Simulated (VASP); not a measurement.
Wanted: the native input for a VASP 6.6.1 run.

```yaml
Task: single point
Functional: PBE
Dispersion: D3(BJ)
Potentials_or_basis: VASP PAW PBE potentials, release 64 (W_sv, Se)
Cutoff: 520 eV
k_mesh: 12 × 12 × 2
Occupations: gaussian, width 0.02 eV
Spin: no spin polarisation
Dipole_correction: no
Further_INCAR_settings: ALGO = Normal; EDIFF = 1e-06; NBANDS = 35
```

The structure of WSe2 lies in POSCAR:

```
WSe2
1.0
    3.2299861641      0.0000000000      0.0000000000
   -1.6149930821      2.8504972180      0.0000000000
    0.0000000000      0.0000000000     12.8363520667
W Se
2 4
Direct
    0.6666666667      0.3333333333      0.2499645175
    0.3333333333      0.6666666667      0.7500354825
    0.3333333333      0.6666666667      0.3816646942
    0.6666666667      0.3333333333      0.8817349847
    0.3333333333      0.6666666667      0.1182650153
    0.6666666667      0.3333333333      0.6183353058
```

This cell differs from its parent crystal: uniaxial strain along a: -1.5 %.

One way to write it, as run:

INCAR

```
SYSTEM = WSe2
PREC     = Accurate       ! precision mode
ENCUT    = 520            ! plane-wave cutoff, eV
EDIFF    = 1E-6           ! SCF threshold, eV
ISMEAR   = 0              ! smearing method
SIGMA    = 0.02           ! smearing width, eV
LREAL    = .FALSE.        ! projectors in reciprocal space
LASPH    = .TRUE.         ! aspherical terms in the spheres
NELM     = 60             ! most SCF steps
ALGO     = Normal         ! electronic algorithm
ISIF     = 2              ! what is computed and relaxed
LWAVE    = .FALSE.        ! write WAVECAR
LCHARG   = .FALSE.        ! write CHGCAR
GGA      = PE             ! functional
IVDW     = 12             ! dispersion correction
NBANDS   = 35             ! bands
```

KPOINTS

```
regular mesh
0
G
  12 12 2
  0 0 0
```

Potentials or basis: VASP PAW PBE potentials, release 64 (W_sv, Se).

The run is started by

```bash
$ cat potpaw_PBE.64/W_sv/POTCAR potpaw_PBE.64/Se/POTCAR > POTCAR
$ mpirun -np 1 vasp_std > vasp.out
```

Results of the run:

```
Pressure                   : 1.3 GPa
Largest force              : 0.136 eV/Å
Band gap on the k mesh     : 0.91 eV (least direct gap 1.63 eV)
Dispersion energy per atom : -0.479 eV
```

Caveat: the cell differs from its parent crystal (uniaxial strain along a: -1.5 %); spin-orbit coupling is left out, which moves the levels of the heavy elements.

Wall time 110 s on 1 thread of Intel(R) Xeon(R) 6975P-C (Granite Rapids), with other jobs on the host, peak memory 0.43 GiB.
